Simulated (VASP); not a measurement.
Set up this calculation in VASP 6.6.1, as the native input.

```yaml
Task: single point
Functional: PBEsol
Potentials_or_basis: VASP PAW PBE potentials, release 64 (Zn)
Cutoff: 500 eV
k_mesh: 16 × 16 × 16
Occupations: gaussian, width 0.1 eV
Spin: no spin polarisation
Dipole_correction: no
Further_INCAR_settings: ALGO = Normal; EDIFF = 1e-06; NBANDS = 12
```

The structure of Zn lies in POSCAR:

```
Zn
1.0
    0.0000000000      2.2792382201      2.2792382201
    2.2792382201      0.0000000000      2.2792382201
    2.2792382201      2.2792382201      0.0000000000
Zn
1
Direct
    0.0000000000      0.0000000000      0.0000000000
```

This isn't the form of Zn at room conditions, which is hcp.

This cell differs from its parent crystal: Hg replaced by Zn, lengths x 0.955, strained.

These files were run (other wordings do the same):

INCAR

```
SYSTEM = Zn
PREC = Accurate
ENCUT = 500
EDIFF = 1E-6
ISMEAR = 0
SIGMA = 0.1
LREAL = .False.
LASPH = .True.
NELM = 120
ALGO = Normal
ISIF = 2
LWAVE = .False.
LCHARG = .False.
GGA = PS
NBANDS = 12
GGA_COMPAT = .False.
```

KPOINTS

```
Automatic mesh
0
Gamma
  16 16 16
  0 0 0
```

Potentials or basis: VASP PAW PBE potentials, release 64 (Zn).

Command:

```console
$ cat potpaw_PBE.64/Zn/POTCAR > POTCAR
$ mpirun -np 1 vasp_std > vasp.out
```

It gave:

* Pressure: -10.6 GPa
* Band gap on the k mesh: zero (bands 6 and 7 overlap by 2.27 eV)

Caveat: the cell differs from its parent crystal (Hg replaced by Zn, lengths x 0.955, strained); the cell stands under tension; the PAW data sets were made with another functional, which shifts forces and pressure a little.

It took 12 s on 1 thread of Intel(R) Xeon(R) Platinum 8488C (Sapphire Rapids) (shared host), peak memory 0.16 GiB.
